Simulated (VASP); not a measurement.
Input of a VASP 6.6.1 run:

Contents of INCAR:

```
  ALGO = Normal
  EDIFF = 1E-6
  ENCUT = 600
  GGA = CA
  GGA_COMPAT = F
  ISIF = 2
  ISMEAR = 0
  LASPH = T
  LCHARG = F
  LREAL = F
  LWAVE = F
  NBANDS = 16
  NELM = 120
  PREC = Accurate
  SIGMA = 0.05
```

File KPOINTS:

```
k-points
0
Gamma
  10 10 10
```

The input POSCAR:

```
CaC2
1.0
   -1.8789219473      1.8789219473      3.2172808927
    1.8789219473     -1.8789219473      3.2172808927
    1.8789219473      1.8789219473     -3.2172808927
Ca C
1 2
Direct
    0.0000000000      0.0000000000      0.0000000000
    0.5996770466      0.5996770466      0.0000000000
    0.4003229534      0.4003229534      0.0000000000
```

Potentials or basis: VASP PAW LDA potentials, release 64 (Ca_sv, C).

The run is started by

```console
$ cat potpaw_LDA.64/Ca_sv/POTCAR potpaw_LDA.64/C/POTCAR > POTCAR
$ mpirun -np 1 vasp_std > vasp.out
```

**Question.** Estimate the pressure.

**Answer.** -4.6 GPa.

**Question.** Predict the band gap on the k mesh.

**Answer.** 0.76 eV (least direct gap 1.93 eV).

Stress tensor (GPa, compression positive):
```
 -0.04   0.00   0.00
  0.00  -0.04   0.00
  0.00   0.00 -13.60
```

Caveat: the cell differs from its parent crystal (strain +0.0250 x Voigt [0, 0, 1, 0, 0, 0]); the cell stands under tension; forces of over 1 eV/Å act on the atoms, so gaps and moduli don't describe the material at rest. A k mesh can miss the band edges.
